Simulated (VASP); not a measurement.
Wanted: the native input for a VASP 6.6.1 run.

| Property | Result |
| --- | --- |
| Task | relaxation of cell and atoms |
| Functional | PBEsol |
| Potentials or basis | VASP PAW PBE potentials, release 64 (S) |
| Cutoff | 500 eV |
| k mesh | 7 × 7 × 7 |
| Occupations | fermi-dirac, width 0.1 eV |
| Spin | no spin polarisation |
| Target pressure | 60 GPa |
| Dipole correction | no |
| Further INCAR settings | ALGO = Normal; EDIFF = 1e-07; IBRION = 2; EDIFFG = -0.02; NSW = 80; ISIF = 3 |

The structure of S lies in POSCAR:

```
S
1.0
    0.0000000000      2.1000000000      2.1000000000
    2.1000000000      0.0000000000      2.1000000000
    2.1000000000      2.1000000000      0.0000000000
S
1
Direct
    0.0000000000      0.0000000000      0.0000000000
```

This isn't the form of S at room conditions, which is orthorhombic, of S8 rings.

One way to write it, as run:

INCAR

```
  PREC = Accurate
  ENCUT = 500
  EDIFF = 1E-7
  ISMEAR = -1
  SIGMA = 0.1
  LREAL = F
  LASPH = T
  NELM = 120
  ALGO = Normal
  ISIF = 3
  LWAVE = F
  LCHARG = F
  GGA = PS
  IBRION = 2
  NSW = 80
  EDIFFG = -0.02
  PSTRESS = 600.0
  GGA_COMPAT = F
  NELMIN = 4
```

KPOINTS

```
Automatic mesh
0
Gamma
  7 7 7
```

Potentials or basis: VASP PAW PBE potentials, release 64 (S).

Launch:

```console
$ cat potpaw_PBE.64/S/POTCAR > POTCAR
$ mpirun -np 1 vasp_std > vasp.out
```

Results of the run:

| Property | Result |
| --- | --- |
| Relaxed volume | 10.80 Å³/atom |
| Relaxed cell | a = 2.481 Å, b = 2.481 Å, c = 2.481 Å, α = 60.00°, β = 60.00°, γ = 60.00° |
| Space group after relaxing (to 0.1 Å) | Fm-3m (No. 225) |
| Energy change on relaxing (the run minimises the enthalpy) | +442.0 meV/atom |
| Ionic steps | 19 |
| Pressure after relaxing | 60.0 GPa |
| Band gap on the k mesh | zero (bands 3 and 4 overlap by 9.02 eV) |

Caveat: the k points lie up to 0.44 Å⁻¹ apart in the final cell, too coarse for converged energies and pressures of a metal; the cell is relaxed towards a set pressure, so the run minimises the enthalpy, not the energy; the volume moved by over 15 % at a fixed basis, so the end points are rough; the PAW data sets were made with another functional, which shifts forces and pressure a little.

It took 14 s on 1 thread of Intel(R) Xeon(R) 6975P-C (Granite Rapids), on a shared host, peak memory 0.14 GiB.
